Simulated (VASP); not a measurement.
# FeO (Pm-3m) in VASP: notebook, part 2 of 2

VASP 6.6.1.

### 3 Single point, PBE, collinear spin, ferromagnetic start

File INCAR:

```
SYSTEM = FeO
  PREC = Accurate
  ENCUT = 520
  EDIFF = 1E-6
  ISMEAR = -1
  SIGMA = 0.05
  LREAL = .FALSE.
  LASPH = .TRUE.
  NELM = 150
  ALGO = Normal
  ISIF = 2
  LWAVE = .FALSE.
  LCHARG = .FALSE.
  ISPIN = 2
  MAGMOM = 3 0
  LORBIT = 11
  LMAXMIX = 4
  GGA = PE
  NBANDS = 18
```

File KPOINTS:

```
regular mesh
0
G
  10 10 10
  0 0 0
```

File POSCAR:

```
FeO
1.0
    2.5949357485      0.0000000000      0.0000000000
    0.0000000000      2.5949357485      0.0000000000
    0.0000000000      0.0000000000      2.5949357485
Fe O
1 1
Direct
    0.0000000000      0.0000000000      0.0000000000
    0.5000000000      0.5000000000      0.5000000000
```

Potentials or basis: VASP PAW PBE potentials, release 64 (Fe, O).

Command:

```bash
cat potpaw_PBE.64/Fe/POTCAR potpaw_PBE.64/O/POTCAR > POTCAR
mpirun -np 1 vasp_std > vasp.out
```

OUTCAR:

```text
SYSTEM = FeO
   PREC = Accurate
   ENCUT = 520
   EDIFF = 1E-6
   ISMEAR = -1
   LREAL = .FALSE.
   LASPH = .TRUE.
   NELM = 150
   ISIF = 2
   ISPIN = 2
   LORBIT = 11
   GGA = PE

 ion  position               nearest neighbor table
   1  0.000  0.000  0.000-   2 2.25   2 2.25   2 2.25   2 2.25   2 2.25   2 2.25   2 2.25   2 2.25

   2  0.500  0.500  0.500-   1 2.25   1 2.25   1 2.25   1 2.25   1 2.25   1 2.25   1 2.25   1 2.25

  LATTYP: Found a simple cubic cell.
 ALAT       =     2.5949357485

  Lattice vectors:

 A1 = (   2.5949357485,   0.0000000000,   0.0000000000)
 A2 = (   0.0000000000,   2.5949357485,   0.0000000000)
 A3 = (   0.0000000000,   0.0000000000,   2.5949357485)

Analysis of symmetry for initial positions (statically):
=====================================================================
 Subroutine PRICEL returns:
 Original cell was already a primitive cell.

 Routine SETGRP: Setting up the symmetry group for a
 simple cubic supercell.

 Subroutine GETGRP returns: Found 48 space group operations
 (whereof 48 operations were pure point group operations)
 out of a pool of 48 trial point group operations.

The static configuration has the point symmetry O_h .

Analysis of symmetry for dynamics (positions and initial velocities):
=====================================================================
 Subroutine PRICEL returns:
 Original cell was already a primitive cell.

 Routine SETGRP: Setting up the symmetry group for a
 simple cubic supercell.

 Subroutine GETGRP returns: Found 48 space group operations
 (whereof 48 operations were pure point group operations)
 out of a pool of 48 trial point group operations.

The dynamic configuration has the point symmetry O_h .

Analysis of structural, dynamic, and magnetic symmetry:
=====================================================================
 Subroutine PRICEL returns:
 Original cell was already a primitive cell.

 Routine SETGRP: Setting up the symmetry group for a
 simple cubic supercell.

 Subroutine GETGRP returns: Found 48 space group operations
 (whereof 48 operations were pure point group operations)
 out of a pool of 48 trial point group operations.

The overall configuration has the point symmetry O_h .

 Subroutine INISYM returns: Found 48 space group operations
 (whereof 48 operations are pure point group operations),
 and found     1 'primitive' translations

----------------------------------------------------------------------------------------

                                     Primitive cell

  volume of cell :      17.4735

  direct lattice vectors                    reciprocal lattice vectors
     2.594935749  0.000000000  0.000000000     0.385365996  0.000000000  0.000000000
     0.000000000  2.594935749  0.000000000     0.000000000  0.385365996  0.000000000
     0.000000000  0.000000000  2.594935749     0.000000000  0.000000000  0.385365996

  length of vectors
     2.594935749  2.594935749  2.594935749     0.385365996  0.385365996  0.385365996

  position of ions in fractional coordinates (direct lattice)
     0.000000000  0.000000000  0.000000000
     0.500000000  0.500000000  0.500000000

  ion indices of the primitive-cell ions
   primitive index   ion index
                 1           1
                 2           2

----------------------------------------------------------------------------------------
[... 53 lines left out ...]
   number of dos      NEDOS =    301   number of ions     NIONS =      2
   total plane-waves  NPLWV =   8000
   dimension x,y,z NGX =    20 NGY =   20 NGZ =   20
   dimension x,y,z NGXF=    40 NGYF=   40 NGZF=   40
   ions per type =               1   1
   NGX,Y,Z   is equivalent  to a cutoff of  12.81, 12.81, 12.81 a.u.
   NGXF,Y,Z  is equivalent  to a cutoff of  25.63, 25.63, 25.63 a.u.
 SYSTEM =  FeO
   PREC   = accura    normal or accurate (medium, high low for compatibility)
   ISTART =      0    job   : 0-new  1-cont  2-samecut
   ICHARG =      2    charge: 1-file 2-atom 10-const
   ISPIN  =      2    spin polarized calculation?
   LNONCOLLINEAR =      F non collinear calculations
   LSORBIT =      F    spin-orbit coupling
   LASPH  =      T    aspherical Exc in radial PAW
   ENCUT  =  520.0 eV  38.22 Ry    6.18 a.u.   4.82  4.82  4.82*2*pi/ulx,y,z
   NELM   =    150;   NELMIN=  2; NELMDL= -5     # of ELM steps
   EDIFF  = 0.1E-05   stopping-criterion for ELM
   LREAL  =      F    real-space projection
[... 7 lines left out ...]
   TEBEG  =    0.0;   TEEND  =   0.0 temperature during run
   PSTRESS=    0.0 pullay stress
   NELECT =      14.0000    total number of electrons
   NUPDOWN=      -1.0000    fix difference up-down
   EMIN   =  10.00;   EMAX   =-10.00  energy-range for DOS
   EFERMI =   0.00;   METHOD = LEGACY
   ISMEAR =    -1;   SIGMA  =   0.05  broadening in eV -4-tet -1-fermi 0-gaus
   EFERMI_NEDOS =   21; number of points for ismear=-14 and -15
   IALGO  =     38    algorithm
   IMIX   =      4    mixing-type and parameters
     AMIX     =   0.40;   BMIX     =  1.00
     AMIX_MAG =   1.60;   BMIX_MAG =  1.00
  volume/ion in A,a.u.               =       8.74        58.96
  Fermi-wavevector in a.u.,A,eV,Ry     =   1.520516  2.873358 31.456233  2.311968
  Thomas-Fermi vector in A             =   2.629356
   LORBIT       =     11    0 simple, 1 ext, 2 COOP (PROOUT), +10 PAW based schemes
   GGA     = PE    functional components
   LHFCALC =     F    Hartree Fock is set to
   AEXX    =    0.0000 exact exchange contribution
   IVDW    =     0    specifies the selected vdW correction
   LEPSILON=     F    determine dielectric tensor
   LRPA    =     F    only Hartree local field effects (RPA)
 spin polarized calculation
  energy-cutoff  :      520.00
  volume of cell :       17.47
 maximum number of plane-waves:       482
 NGX is ok and might be reduce to    20
   NGX =  9   NGY =  9   NGZ =  9

 number of electron      13.9999998 magnetization       3.9949668

 Free energy of the ion-electron system (eV)
  ---------------------------------------------------
  ext. energy  EPLUGINS =         0.00000000
  ---------------------------------------------------
  free energy    TOTEN  =       -14.33251037 eV

  energy without entropy =      -14.33013378  energy(sigma->0) =      -14.33132207

 E-fermi :   6.8936     XC(G=0): -13.0514

 val. band max:        6.8760276979   @ k =   0.2000   0.2000   0.0000
 cond. band min:       6.9728508339   @ k =   0.5000   0.3000   0.3000
 fundamental gap:      0.0968231360
 Fermi energy:         6.8936046699

 spin component 1

 k-point     1 :       0.0000    0.0000    0.0000
  band No.  band energies     occupation
      1     -13.8028      1.00000
      2       2.2120      1.00000
      3       2.2120      1.00000
      4       3.9377      1.00000
      5       3.9377      1.00000
      6       3.9377      1.00000
[... 493 lines left out ...]
     17      34.0396      0.00000
     18      36.9475      0.00000

 [... further k-points ...]

 spin component 2

 k-point     1 :       0.0000    0.0000    0.0000
  band No.  band energies     occupation
      1     -13.1714      1.00000
      2       4.6493      1.00000
      3       4.6493      1.00000
      4       4.6493      1.00000
      5       4.6930      1.00000
      6       4.6941      1.00000
[... 493 lines left out ...]
     17      34.9093      0.00000
     18      37.7924      0.00000

 [... further k-points ...]
[... 5 lines left out ...]
  --------------------------------------------------------------------------------------
  -------------------------------------------------------------------------------------
  Total        1.5632982      1.5632982      1.5632982     -0.0000000     -0.0000000      0.0000000
  in kB      143.3417090    143.3417090    143.3417090     -0.0000000     -0.0000000      0.0000000
  external PRESSURE =     143.3417090 kB  Pullay stress =       0.0000000 kB

 VOLUME and BASIS-vectors are now :
 -----------------------------------------------------------------------------
  energy-cutoff  :      520.00
  volume of cell :       17.47
      direct lattice vectors                 reciprocal lattice vectors
     2.594935749  0.000000000  0.000000000     0.385365996  0.000000000  0.000000000
     0.000000000  2.594935749  0.000000000     0.000000000  0.385365996  0.000000000
     0.000000000  0.000000000  2.594935749     0.000000000  0.000000000  0.385365996

 POSITION                                       TOTAL-FORCE (eV/Angst)
 -----------------------------------------------------------------------------------
      0.00000      0.00000      0.00000         0.000000      0.000000      0.000000
      1.29747      1.29747      1.29747         0.000000      0.000000      0.000000
 -----------------------------------------------------------------------------------
    total drift:                                0.000000      0.000000      0.000000

  FREE ENERGIE OF THE ION-ELECTRON SYSTEM (eV)
  ---------------------------------------------------
  free  energy   TOTEN  =       -14.3325103672 eV

  energy  without entropy=      -14.3301337822  energy(sigma->0) =      -14.33132207

 total charge

# of ion       s       p       d       tot
------------------------------------------
    1        0.309   0.392   6.145   6.846
    2        1.570   3.419   0.000   4.989
--------------------------------------------------
tot          1.879   3.811   6.145  11.835

 magnetization (x)

# of ion       s       p       d       tot
------------------------------------------
    1        0.009   0.020   3.492   3.522
    2        0.030   0.348   0.000   0.378
--------------------------------------------------
tot          0.040   0.368   3.492   3.900
```

OSZICAR:

```text
N       E                     dE             d eps       ncg     rms          rms(c)
DAV:   1     0.657812004575E+02    0.65781E+02   -0.67486E+03  4432   0.932E+02
DAV:   2    -0.127750419140E+02   -0.78556E+02   -0.66491E+02  4244   0.206E+02
DAV:   3    -0.166921711149E+02   -0.39171E+01   -0.37957E+01  4436   0.493E+01
DAV:   4    -0.167176776836E+02   -0.25507E-01   -0.25497E-01  4574   0.373E+00
DAV:   5    -0.167178334403E+02   -0.15576E-03   -0.15575E-03  4478   0.304E-01    0.168E+01
DAV:   6    -0.150312836466E+02    0.16865E+01   -0.14684E+01  5390   0.550E+01    0.193E+01
DAV:   7    -0.144233126420E+02    0.60797E+00   -0.28823E+00  5152   0.351E+01    0.902E+00
DAV:   8    -0.143508665245E+02    0.72446E-01   -0.25030E-01  5728   0.737E+00    0.502E+00
DAV:   9    -0.143543775662E+02   -0.35110E-02   -0.19648E-01  6246   0.748E+00    0.207E+00
DAV:  10    -0.143309258030E+02    0.23452E-01   -0.92539E-02  5630   0.639E+00    0.374E-01
DAV:  11    -0.143324968318E+02   -0.15710E-02   -0.45320E-03  4610   0.707E-01    0.891E-02
DAV:  12    -0.143325030760E+02   -0.62442E-05   -0.15038E-04  5958   0.139E-01    0.304E-02
DAV:  13    -0.143325099737E+02   -0.68977E-05   -0.10459E-05  4320   0.308E-02    0.239E-02
DAV:  14    -0.143325103672E+02   -0.39348E-06   -0.70715E-06  4244   0.503E-02
   1 F= -.14332510E+02 E0= -.14331322E+02  d E =-.237658E-02  mag=     3.9951
```

stdout:

```text
POSCAR found type information on POSCAR FeO
 POSCAR found :  2 types and       2 ions
 scaLAPACK will be used
 LDA part: xc-table for (Slater+PW92), standard interpolation
 POSCAR, INCAR and KPOINTS ok, starting setup
 FFT: planning ... GRIDC
 FFT: planning ... GRID_SOFT
 FFT: planning ... GRID
 WAVECAR not read
 entering main loop
```

Wall time 14 s (1 thread of Intel Xeon 6975P-C (Granite Rapids), shared host); peak memory 0.15 GiB.

Results:

```yaml
Free_energy: -14.3325 eV
Pressure: 14.3 GPa
Band_gap_on_the_k_mesh: zero (filled and empty bands overlap)
Net_moment: 3.99 μB per cell
Site_moments: Fe +3.52; O +0.38 μB
Valence_electrons_inside_the_program's_atomic_spheres: Fe 6.85; O 4.99
```

Levels at points of the mesh, in eV from the Fermi level:
Spin up:
```
           k point  band 5  band 6  band 7  band 8  band 9  band 10  band 11  band 12  band 13  band 14
(0.00, 0.00, 0.00)   -2.96   -2.96   -2.51   -2.51   -2.51     0.92    15.50    15.50    20.47    20.47
(0.50, 0.00, 0.00)   -4.28   -2.42   -1.51   -0.19   -0.19     6.23     8.53    15.97    17.86    17.86
(0.50, 0.50, 0.00)   -3.25   -3.20   -3.20   -2.01   -1.46     6.17    11.37    11.37    16.80    24.53
(0.50, 0.50, 0.50)   -1.41   -1.41   -0.12   -0.12   -0.12     6.75     6.75     6.75    15.88    21.90
```
Spin down:
| k point | band 1 | band 2 | band 3 | band 4 | band 5 | band 6 | band 7 | band 8 | band 9 | band 10 |
| --- | --- | --- | --- | --- | --- | --- | --- | --- | --- | --- |
| (0.00, 0.00, 0.00) | -20.07 | -2.24 | -2.24 | -2.24 | -2.20 | -2.20 | 1.61 | 1.61 | 1.61 | 1.96 |
| (0.50, 0.00, 0.00) | -18.67 | -8.34 | -3.01 | -3.01 | -1.65 | 1.38 | 1.74 | 2.67 | 2.67 | 7.01 |
| (0.50, 0.50, 0.00) | -17.98 | -5.96 | -5.96 | -1.72 | -1.29 | 0.40 | 0.69 | 0.69 | 1.77 | 7.93 |
| (0.50, 0.50, 0.50) | -16.90 | -6.48 | -6.48 | -6.48 | 1.83 | 1.83 | 3.07 | 3.07 | 3.07 | 7.50 |

Caveat: a cell with one magnetic atom can't hold antiferromagnetic order, which such compounds often take; semilocal functionals often make such compounds metallic where correlation or magnetic order opens a gap, which also shifts bond lengths.
